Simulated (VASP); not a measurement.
The system is Cd3HgSe4.

```xyz
8
Lattice="4.2167 0.0000 0.0000 0.0000 4.2167 0.0000 0.0000 0.0000 11.9266" Properties=species:S:1:pos:R:3 pbc="T T T"
Cd    0.0000    0.0000    8.9449
Cd    0.0000    0.0000    2.9816
Cd    2.1083    2.1083    5.9633
Hg    2.1083    2.1083    0.0000
Se    2.1083    0.0000   10.4357
Se    0.0000    2.1083    1.4908
Se    2.1083    0.0000    4.4725
Se    0.0000    2.1083    7.4541
```

| Quantity | Value |
| --- | --- |
| Program | VASP 6.6.1 |
| Task | relaxation of cell and atoms |
| Functional | PBE |
| Potentials or basis | VASP PAW PBE potentials, release 64 (Cd, Hg, Se) |
| Cutoff | 600 eV |
| k mesh | 4 × 4 × 2 |
| Occupations | gaussian, width 0.1 eV |
| Spin | no spin polarisation |

At the start: pressure 7.7 GPa; volume 26.51 Å³/atom.

Q: Where does the relaxation end?

A: Over 8 steps the energy falls by 78.9 meV/atom and the volume is 30.13 Å³/atom (+13.7 %); space group P-4m2 (No. 115, to 0.1 Å) before and after.

Step by step:
```csv
step,energy change (eV),largest force (eV/Å),pressure (GPa),volume (Å³)
1,0.0000,0.2457,7.75,212.06
2,-0.5499,0.0608,-1.93,253.88
3,-0.6282,0.0940,0.03,241.26
4,-0.6281,0.0920,-0.08,241.87
5,-0.6291,0.0652,-0.08,241.85
6,-0.6306,0.0457,-0.06,241.76
7,-0.6307,0.0483,-0.06,241.75
8,-0.6312,0.0252,0.06,241.07
```

Final structure:
```
Cd Hg Se
1.0
     4.41541    0.00000    0.00000
     0.00000    4.41541    0.00000
     0.00000    0.00000   12.36543
Cd Hg Se
3 1 4
Direct
  0.00000 0.00000 0.74923
  0.00000 0.00000 0.25078
  0.50000 0.50000 0.50000
  0.50000 0.50000 0.00000
  0.50000 0.00000 0.87273
  0.00000 0.50000 0.12727
  0.50000 0.00000 0.37518
  0.00000 0.50000 0.62482
```
